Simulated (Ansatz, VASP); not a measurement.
KI in VASP and in Ansatz

Contents of INCAR:

```
SYSTEM = KI
PREC = Accurate
ENCUT = 520
EDIFF = 1E-6
ISMEAR = -1
SIGMA = 0.02
LREAL = .False.
LASPH = .True.
NELM = 60
ALGO = Normal
ISIF = 2
LWAVE = .False.
LCHARG = .False.
GGA = PE
NBANDS = 15
```

File KPOINTS:

```
regular mesh
0
Gamma
  6 6 6
  0 0 0
```

Contents of POSCAR:

```
KI
1.0
    0.1496118062      3.5875682345      3.5875682345
    3.5875682345      0.1496118062      3.5875682345
    3.5875682345      3.5875682345      0.1496118062
K I
1 1
Direct
    0.0000000000      0.0000000000      0.0000000000
    0.5000000000      0.5000000000      0.5000000000
```

Input for Ansatz:

```yaml
crystal:
  lattice:
    - [0.1496118062, 3.5875682345, 3.5875682345]
    - [3.5875682345, 0.1496118062, 3.5875682345]
    - [3.5875682345, 3.5875682345, 0.1496118062]
  atoms:
    - { symbol: K, position: [0.0, 0.0, 0.0] }
    - { symbol: I, position: [0.5, 0.5, 0.5] }
kpoints:
  mp_grid: { grid: [6, 6, 6] }
  band_path:
    path:
      - [0.0, 0.0, 0.0]
      - [0.5, 0.0, 0.5]
      - [0.625, 0.25, 0.625]
      - [0.375, 0.375, 0.75]
      - [0.5, 0.5, 0.5]
      - [0.5, 0.25, 0.75]
    npoints: 1
hamiltonian:
  xc: pbe
scf:
  occupations: { method: fermi_dirac, width: 0.02 }
  n_extra_bands: 4
output:
  forces: true
  stress: true
  eigenvalues: true
  write_density: true
  write_potential: true
  elf: true
  volumetric_format: npy
```

Change from the starting cell: epitaxial_111 strain -3.0%.

Alike in both runs: task single point; functional PBE; k mesh 6 × 6 × 6; occupations fermi-dirac, width 0.02 eV; no spin polarisation.

|  | VASP | Ansatz |
| --- | --- | --- |
| version | VASP 6.6.1 | Ansatz 0.2.0 |
| potentials or method | VASP PAW PBE potentials, release 64 (K_sv, I) | plane waves, PAW |
| plane-wave cutoff (eV) | 520 | 420 |
| valence electrons in the cell | 16 | 26 |

VASP gave:

| Quantity | Value |
| --- | --- |
| gap on the k mesh at the Fermi level (eV) | 3.92 |
| pressure (GPa) | 0.9 |
| traceless stress, the component that is largest in VASP (GPa) | -0.17 |

Question: What did Ansatz give for the same quantities?

Answer: gap on the k mesh at the Fermi level (eV): 3.93; pressure (GPa): 0.8; traceless stress, the component that is largest in VASP (GPa): -0.17.

VASP's potentials hold 16 valence electrons a cell and Ansatz's 26, so a difference there can come from the potentials and not from the codes.

Spin-orbit coupling is off throughout.
